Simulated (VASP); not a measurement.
# Ir in VASP: a series of runs

The runs below take Ir through single point, with LDA.

All numbers are computed with VASP 6.6.1; they aren't measurements. Logs are shortened: lines on timing, memory, paths and dates and some standing lists are left out, and cuts for length are marked.

### Step 1. The cell of the first run

The typed cell holds 2 atoms: a = 3.478 Å, b = 3.478 Å, c = 4.418 Å, α = 103.07°, β = 103.07°, γ = 135.47°.

### Step 2. Single point, LDA

File INCAR:

```
PREC     = Accurate       # precision mode
ENCUT    = 520            # plane-wave cutoff, eV
EDIFF    = 1E-6           # SCF threshold, eV
ISMEAR   = -1             # smearing method
SIGMA    = 0.1            # smearing width, eV
LREAL    = F              # projectors in reciprocal space
LASPH    = T              # aspherical terms in the spheres
NELM     = 80             # most SCF steps
ALGO     = Normal         # electronic algorithm
ISIF     = 2              # what is computed and relaxed
LWAVE    = F              # write WAVECAR
LCHARG   = F              # write CHGCAR
NBANDS   = 16             # bands
```

File KPOINTS:

```
Automatic mesh
0
Gamma
  17 17 10
```

File POSCAR:

```
Ir
1.0
   -2.4496968973      2.1027651507      1.2949692389
    2.1027651507     -2.4496968973      1.2949692389
    2.8101411206      2.8101411206     -1.9303753683
Ir
2
Direct
    0.9780084481      0.0219915519      0.0000000000
    0.7719915519      0.2280084481      0.5000000000
```

Potentials or basis: VASP PAW LDA potentials, release 64 (Ir).

On the command line:

```console
> cat potpaw_LDA.64/Ir/POTCAR > POTCAR
> mpirun -np 1 vasp_std > vasp.out
```

OUTCAR:

```text
PREC = Accurate
   ENCUT = 520
   EDIFF = 1E-6
   ISMEAR = -1
   LREAL = F
   LASPH = T
   NELM = 80
   ISIF = 2

 ion  position               nearest neighbor table
   1  0.978  0.022  0.000-   2 2.58   2 2.58   2 2.58   2 2.58   2 2.59   2 2.59
   2  0.772  0.228  0.500-   1 2.58   1 2.58   1 2.58   1 2.58   1 2.59   1 2.59

  Warning from LATTYP: Got some problem with cell dimensions!
  Tried to take original basis but could not verify dimensions!
  LATTYP: Found a base centered monoclinic cell.
 ALAT       =     2.6360016298
 B/A-ratio  =     2.4423936228
 C/A-ratio  =     1.3449896110
 COS(beta)  =    -0.0000966421

  Lattice vectors:

 A1 = (  -2.4496968973,   2.1027651507,   1.2949692389)
 A2 = (   2.1027651507,  -2.4496968973,   1.2949692389)
 A3 = (   2.4632093740,   2.4632093740,   0.6595631095)

Analysis of symmetry for initial positions (statically):
=====================================================================
 Subroutine PRICEL returns:
 Original cell was already a primitive cell.

 Routine SETGRP: Setting up the symmetry group for a
 base centered monoclinic supercell.

 Subroutine GETGRP returns: Found  4 space group operations
 (whereof  2 operations were pure point group operations)
 out of a pool of  4 trial point group operations.

The static configuration has the point symmetry C_2 .
 The point group associated with its full space group is C_2h.

Analysis of symmetry for dynamics (positions and initial velocities):
=====================================================================
 Subroutine PRICEL returns:
 Original cell was already a primitive cell.

 Routine SETGRP: Setting up the symmetry group for a
 base centered monoclinic supercell.

 Subroutine GETGRP returns: Found  4 space group operations
 (whereof  2 operations were pure point group operations)
 out of a pool of  4 trial point group operations.

The dynamic configuration has the point symmetry C_2 .
 The point group associated with its full space group is C_2h.

 Subroutine INISYM returns: Found  4 space group operations
 (whereof  2 operations are pure point group operations),
 and found     1 'primitive' translations

----------------------------------------------------------------------------------------

                                     Primitive cell

  volume of cell :      30.0844

  direct lattice vectors                    reciprocal lattice vectors
    -2.449696897  2.102765151  1.294969239     0.036224342  0.255885701  0.425238768
     2.102765151 -2.449696897  1.294969239     0.255885701  0.036224342  0.425238768
     2.810141121  2.810141121 -1.930375368     0.195958530  0.195958530  0.052498726

  length of vectors
     3.478445270  3.478445270  4.418159718     0.497612002  0.497612002  0.282056036

  position of ions in fractional coordinates (direct lattice)
     0.978008448  0.021991552  0.000000000
     0.771991552  0.228008448  0.500000000

  ion indices of the primitive-cell ions
   primitive index   ion index
                 1           1
                 2           2

----------------------------------------------------------------------------------------

 KPOINTS: Automatic mesh

Automatic generation of k-mesh.
 Grid dimensions read from file:
 generate k-points for:   17   17   10

 Generating k-lattice:

  Cartesian coordinates                     Fractional coordinates (reciprocal lattice)
     0.002130844  0.015052100  0.025014045     0.058823529  0.000000000 -0.000000000
     0.015052100  0.002130844  0.025014045     0.000000000  0.058823529 -0.000000000
     0.019595853  0.019595853  0.005249873    -0.000000000 -0.000000000  0.100000000

  Length of vectors
     0.029271294  0.029271294  0.028205604

  Shift w.r.t. Gamma in fractional coordinates (k-lattice)
     0.000000000  0.000000000  0.000000000

 Subroutine IBZKPT returns following result:
 ===========================================

 Found    774 irreducible k-points:

 Following reciprocal coordinates:
            Coordinates               Weight
  0.000000  0.000000  0.000000      1.000000
  0.058824  0.000000 -0.000000      4.000000
  0.117647  0.000000  0.000000      4.000000
  0.176471  0.000000  0.000000      4.000000
  0.235294  0.000000  0.000000      4.000000
  0.294118 -0.000000  0.000000      4.000000
[... 16 lines left out ...]
 -0.176471  0.058824  0.000000      4.000000
 -0.117647  0.058824 -0.000000      4.000000
 [... further k-points ...]
   k-points           NKPTS =    774   k-points in BZ     NKDIM =    774   number of bands    NBANDS=     16
   number of dos      NEDOS =    301   number of ions     NIONS =      2
   total plane-waves  NPLWV =  28224
   dimension x,y,z NGX =    28 NGY =   28 NGZ =   36
   dimension x,y,z NGXF=    56 NGYF=   56 NGZF=   72
   ions per type =               2
   NGX,Y,Z   is equivalent  to a cutoff of  13.38, 13.38, 13.55 a.u.
   NGXF,Y,Z  is equivalent  to a cutoff of  26.76, 26.76, 27.09 a.u.
 SYSTEM =  unknown system
   PREC   = accura    normal or accurate (medium, high low for compatibility)
   ISTART =      0    job   : 0-new  1-cont  2-samecut
   ICHARG =      2    charge: 1-file 2-atom 10-const
   ISPIN  =      1    spin polarized calculation?
   LNONCOLLINEAR =      F non collinear calculations
   LSORBIT =      F    spin-orbit coupling
   LASPH  =      T    aspherical Exc in radial PAW
   ENCUT  =  520.0 eV  38.22 Ry    6.18 a.u.   6.47  6.47  8.21*2*pi/ulx,y,z
   NELM   =     80;   NELMIN=  2; NELMDL= -5     # of ELM steps
   EDIFF  = 0.1E-05   stopping-criterion for ELM
   LREAL  =      F    real-space projection
   EDIFFG = 0.1E-04   stopping-criterion for IOM
   NSW    =      0    number of steps for IOM
   IBRION =     -1    ionic relax: 0-MD 1-quasi-New 2-CG
   NFREE  =      0    steps in history (QN), initial steepest desc. (CG)
   ISIF   =      2    stress and relaxation
   ISYM   =      2    0-nonsym 1-usesym 2-fastsym
   POTIM  = 0.5000    time-step for ionic-motion
   TEBEG  =    0.0;   TEEND  =   0.0 temperature during run
   PSTRESS=    0.0 pullay stress
   NELECT =      18.0000    total number of electrons
   NUPDOWN=      -1.0000    fix difference up-down
   EMIN   =  10.00;   EMAX   =-10.00  energy-range for DOS
   EFERMI =   0.00;   METHOD = LEGACY
   ISMEAR =    -1;   SIGMA  =   0.10  broadening in eV -4-tet -1-fermi 0-gaus
   EFERMI_NEDOS =   21; number of points for ismear=-14 and -15
   IALGO  =     38    algorithm
   IMIX   =      4    mixing-type and parameters
     AMIX     =   0.40;   BMIX     =  1.00
     AMIX_MAG =   1.60;   BMIX_MAG =  1.00
  volume/ion in A,a.u.               =      15.04       101.51
  Fermi-wavevector in a.u.,A,eV,Ry     =   1.379490  2.606858 25.891776  1.902992
  Thomas-Fermi vector in A             =   2.504454
   LORBIT       =      0    0 simple, 1 ext, 2 COOP (PROOUT), +10 PAW based schemes
   GGA     = CA    functional components
   LHFCALC =     F    Hartree Fock is set to
   AEXX    =    0.0000 exact exchange contribution
   IVDW    =     0    specifies the selected vdW correction
   LEPSILON=     F    determine dielectric tensor
   LRPA    =     F    only Hartree local field effects (RPA)
 non-spin polarized calculation
  energy-cutoff  :      520.00
  volume of cell :       30.08
 maximum number of plane-waves:       823
 NGX is ok and might be reduce to    28
   NGX = 13   NGY = 13   NGZ = 17

 number of electron      17.9999999 magnetization

 Free energy of the ion-electron system (eV)
  ---------------------------------------------------
  ext. energy  EPLUGINS =         0.00000000
  ---------------------------------------------------
  free energy    TOTEN  =       -19.71905440 eV

  energy without entropy =      -19.65590869  energy(sigma->0) =      -19.68748155

 E-fermi :   8.9878     XC(G=0): -13.6916

 val. band max:        8.9877102027   @ k =  -0.2353  -0.2353   0.2000
 cond. band min:       8.9886752581   @ k =   0.3529   0.0588   0.4000
 fundamental gap:      0.0009650554
 Fermi energy:         8.9878024977

 k-point     1 :       0.0000    0.0000    0.0000
  band No.  band energies     occupation
      1      -1.1493      2.00000
      2       1.9054      2.00000
      3       3.0537      2.00000
      4       3.6065      2.00000
      5       4.8779      2.00000
      6       7.1607      2.00000
[... 8 lines left out ...]
     15      26.3838      0.00000
     16      27.0342      0.00000

 k-point     2 :       0.0588    0.0000   -0.0000
  band No.  band energies     occupation
      1      -0.9626      2.00000
      2       2.0110      2.00000
      3       3.0511      2.00000
      4       3.7979      2.00000
      5       4.9502      2.00000
      6       6.8396      2.00000
[... 8 lines left out ...]
     15      26.2566      0.00000
     16      26.7870      0.00000

 k-point     3 :       0.1176    0.0000    0.0000
  band No.  band energies     occupation
      1      -0.4224      2.00000
      2       2.3154      2.00000
      3       3.1356      2.00000
      4       4.2399      2.00000
      5       5.1423      2.00000
      6       6.0618      2.00000
[... 8 lines left out ...]
     15      25.5049      0.00000
     16      25.8465      0.00000

 k-point     4 :       0.1765    0.0000    0.0000
  band No.  band energies     occupation
      1       0.4006      2.00000
      2       2.7806      2.00000
      3       3.3578      2.00000
      4       4.6658      2.00000
      5       4.9951      2.00000
      6       5.7185      2.00000
[... 8 lines left out ...]
     15      24.6581      0.00000
     16      25.1842      0.00000

 k-point     5 :       0.2353    0.0000    0.0000
  band No.  band energies     occupation
      1       1.3445      2.00000
      2       3.3102      2.00000
      3       3.6592      2.00000
      4       4.4041      2.00000
      5       4.5956      2.00000
      6       5.9877      2.00000
[... 8 lines left out ...]
     15      24.5513      0.00000
     16      25.4825      0.00000

 k-point     6 :       0.2941   -0.0000    0.0000
  band No.  band energies     occupation
      1       2.0666      2.00000
      2       3.4960      2.00000
      3       3.8498      2.00000
      4       4.3286      2.00000
      5       4.4910      2.00000
      6       6.2995      2.00000
[... 8 lines left out ...]
     15      23.9553      0.00000
     16      24.7505      0.00000
[... 267 lines left out ...]
 k-point    21 :      -0.2941    0.0588   -0.0000
  band No.  band energies     occupation
      1       1.5438      2.00000
      2       3.3618      2.00000
      3       3.7288      2.00000
      4       4.3681      2.00000
      5       4.5665      2.00000
      6       6.2282      2.00000
[... 8 lines left out ...]
     15      24.0530      0.00000
     16      25.2794      0.00000

 k-point    22 :      -0.2353    0.0588    0.0000
  band No.  band energies     occupation
      1       0.6126      2.00000
      2       2.9093      2.00000
      3       3.3976      2.00000
      4       4.4868      2.00000
      5       4.8683      2.00000
      6       5.9985      2.00000
[... 8 lines left out ...]
     15      24.4090      0.00000
     16      25.1447      0.00000

 k-point    23 :      -0.1765    0.0588    0.0000
  band No.  band energies     occupation
      1      -0.2381      2.00000
      2       2.4280      2.00000
      3       3.1292      2.00000
      4       4.1884      2.00000
      5       5.1828      2.00000
      6       6.0499      2.00000
[... 8 lines left out ...]
     15      24.6094      0.00000
     16      25.8020      0.00000

 k-point    24 :      -0.1176    0.0588   -0.0000
  band No.  band energies     occupation
      1      -0.8301      2.00000
      2       2.0883      2.00000
      3       3.0164      2.00000
      4       3.8184      2.00000
      5       5.0121      2.00000
      6       6.7626      2.00000
[... 8 lines left out ...]
     15      26.1706      0.00000
     16      26.2502      0.00000

 [... further k-points ...]
[... 5 lines left out ...]
  --------------------------------------------------------------------------------------
  -------------------------------------------------------------------------------------
  Total        0.3454391      0.3454391      0.4423471      0.0408304     -0.0111181     -0.0111181
  in kB       18.3967220     18.3967220     23.5576600      2.1744642     -0.5921074     -0.5921065
  external PRESSURE =      20.1170347 kB  Pullay stress =       0.0000000 kB

 VOLUME and BASIS-vectors are now :
 -----------------------------------------------------------------------------
  energy-cutoff  :      520.00
  volume of cell :       30.08
      direct lattice vectors                 reciprocal lattice vectors
    -2.449696897  2.102765151  1.294969239     0.036224342  0.255885701  0.425238768
     2.102765151 -2.449696897  1.294969239     0.255885701  0.036224342  0.425238768
     2.810141121  2.810141121 -1.930375368     0.195958530  0.195958530  0.052498726

 POSITION                                       TOTAL-FORCE (eV/Angst)
 -----------------------------------------------------------------------------------
     -2.34958      2.00265      1.29497        -0.041496      0.041496     -0.000000
     -0.00663      2.46984      0.32978         0.041496     -0.041496      0.000000
 -----------------------------------------------------------------------------------
    total drift:                                0.000000     -0.000000      0.000000

  FREE ENERGIE OF THE ION-ELECTRON SYSTEM (eV)
  ---------------------------------------------------
  free  energy   TOTEN  =       -19.7190544026 eV

  energy  without entropy=      -19.6559086905  energy(sigma->0) =      -19.68748155
```

Run time: 3.5 min. Hardware: 1 thread of Intel Xeon 6975P-C (Granite Rapids), shared host; peak memory 0.41 GiB.

Results:

```yaml
Free_energy: -19.7191 eV
Pressure: 2.0 GPa
Largest_force: 0.059 eV/Å
Band_gap_on_the_k_mesh: zero (band 9 reaches 10.84 eV, above the bottom of band 10 at 7.86 eV)
```

Forces on the atoms (eV/Å):
```
Ir  -0.041  0.041  0.000
Ir   0.041 -0.041  0.000
```

Levels at points of the mesh, in eV from the Fermi level:
```
           k point  band 7  band 8  band 9  band 10  band 11  band 12
(0.00, 0.00, 0.00)   -1.10   -0.88    0.45     0.57     1.91     4.46
(0.00, 0.00, 0.50)   -2.07   -2.07   -0.87    -0.87     1.84     1.84
```

Caveat: spin-orbit coupling is left out, which moves the levels of the heavy elements.

### Step 3. Single point, LDA (volume scaled by 1.04)

File INCAR:

```
SYSTEM = Ir
PREC = Accurate
ENCUT = 520
EDIFF = 1E-6
ISMEAR = -1
SIGMA = 0.1
LREAL = .False.
LASPH = .True.
NELM = 60
ALGO = Normal
ISIF = 2
LWAVE = .False.
LCHARG = .False.
GGA = CA
NBANDS = 16
```

File KPOINTS:

```
Automatic mesh
0
Gamma
  17 17 10
  0 0 0
```

File POSCAR:

```
Ir
1.0
   -2.4819334480      2.1304362864      1.3120102620
    2.1304362864     -2.4819334480      1.3120102620
    2.8471209024      2.8471209024     -1.9557779573
Ir
2
Direct
    0.9780084481      0.0219915519      0.0000000000
    0.7719915519      0.2280084481      0.5000000000
```

Potentials or basis: VASP PAW LDA potentials, release 64 (Ir).

On the command line:

```console
> cat potpaw_LDA.64/Ir/POTCAR > POTCAR
> mpirun -np 1 vasp_std > vasp.out
```

It took 3.4 min on 1 thread of Intel Xeon 6975P-C (Granite Rapids), shared host; peak memory 0.43 GiB.

It converged, with:

```yaml
Free_energy: -19.6859 eV
Pressure: -10.5 GPa
Largest_force: 0.102 eV/Å
Band_gap_on_the_k_mesh: zero (band 9 reaches 10.10 eV, above the bottom of band 10 at 7.31 eV)
```

Forces on the atoms (eV/Å):
```
Ir   0.072 -0.072  0.000
Ir  -0.072  0.072  0.000
```

Stress tensor (GPa, compression positive):
```
-10.48  -0.93  -0.14
 -0.93 -10.48  -0.14
 -0.14  -0.14 -10.54
```

Levels at points of the mesh, in eV from the Fermi level:
| k point | band 5 | band 6 | band 7 | band 8 | band 9 | band 10 | band 11 | band 12 | band 13 | band 14 |
| --- | --- | --- | --- | --- | --- | --- | --- | --- | --- | --- |
| (0.00, 0.00, 0.00) | -3.88 | -1.73 | -1.04 | -0.82 | 0.42 | 0.53 | 1.81 | 4.38 | 7.95 | 11.53 |
| (0.00, 0.00, 0.50) | -2.80 | -2.80 | -1.98 | -1.98 | -0.82 | -0.82 | 1.71 | 1.71 | 12.29 | 12.29 |

Caveat: spin-orbit coupling is left out, which moves the levels of the heavy elements.

### Step 4. Single point, LDA (volume scaled by 1.08)

File INCAR:

```
SYSTEM = Ir
ALGO     = Normal         ! electronic algorithm
EDIFF    = 1E-7           ! SCF threshold, eV
ENCUT    = 520            ! plane-wave cutoff, eV
ISIF     = 2              ! what is computed and relaxed
ISMEAR   = -1             ! smearing method
LASPH    = .TRUE.         ! aspherical terms in the spheres
LCHARG   = .TRUE.         ! write CHGCAR
LELF     = .TRUE.         ! ELF
LREAL    = .FALSE.        ! projectors in reciprocal space
LVHAR    = .TRUE.       
LWAVE    = .FALSE.        ! write WAVECAR
NBANDS   = 16             ! bands
NELM     = 100            ! most SCF steps
PREC     = Accurate       ! precision mode
SIGMA    = 0.1            ! smearing width, eV
```

File KPOINTS:

```
k-points
0
G
  17 17 10
  0 0 0
```

File POSCAR:

```
Ir
1.0
   -2.5133536627      2.1574066975      1.3286197501
    2.1574066975     -2.5133536627      1.3286197501
    2.8831642338      2.8831642338     -1.9805372687
Ir
2
Direct
    0.9780084481      0.0219915519      0.0000000000
    0.7719915519      0.2280084481      0.5000000000
```

On the command line:

```console
> cat potpaw_LDA.64/Ir/POTCAR > POTCAR
> mpirun -np 1 vasp_std > vasp.out
```

Wall time 3.4 min (1 thread of Intel Xeon 6975P-C (Granite Rapids), shared host); peak memory 0.44 GiB.

It converged, with:

* Free energy: -19.5692 eV
* Pressure: -20.3 GPa
* Largest force: 0.231 eV/Å
* Band gap on the k mesh: zero (band 9 reaches 9.42 eV, above the bottom of band 10 at 6.80 eV)

Forces in eV/Å, atoms in the order of the input:
```
Ir   0.164 -0.164  0.000
Ir  -0.164  0.164  0.000
```

Stress tensor (GPa, compression positive):
```
-20.16  -1.83  -0.20
 -1.83 -20.16  -0.20
 -0.20  -0.20 -20.67
```

Levels at points of the mesh, in eV from the Fermi level:
```tsv
k point	band 6	band 7	band 8	band 9	band 10	band 11	band 12	band 13
(0.00, 0.00, 0.00)	-1.64	-0.99	-0.77	0.40	0.50	1.71	4.31	7.77
(0.00, 0.00, 0.50)	-2.65	-1.88	-1.88	-0.77	-0.77	1.59	1.59	12.05
```

Caveat: spin-orbit coupling is left out, which moves the levels of the heavy elements.

### Step 5. Overview

| cell | gap on the mesh (eV) | pressure (GPa) | largest force (eV/Å) |
| --- | --- | --- | --- |
| a = 3.478, b = 3.478, c = 4.418 Å, angles 103.1, 103.1, 135.5°, 2 atoms | none | 2.0 | 0.06 |
| a = 3.524, b = 3.524, c = 4.476 Å, angles 103.1, 103.1, 135.5°, 2 atoms | none | -10.5 | 0.10 |
| a = 3.569, b = 3.569, c = 4.533 Å, angles 103.1, 103.1, 135.5°, 2 atoms | none | -20.3 | 0.23 |

Alike in all rows: task single point; level LDA; potentials or basis VASP PAW LDA potentials, release 64 (Ir); no spin polarisation; k mesh 17 × 17 × 10; cutoff (eV) 520; smearing fermi-dirac 0.1 eV.

Caveats: spin-orbit coupling is left out, which moves the levels of the heavy elements.

Absolute energies hang on the potentials; compare differences alone.
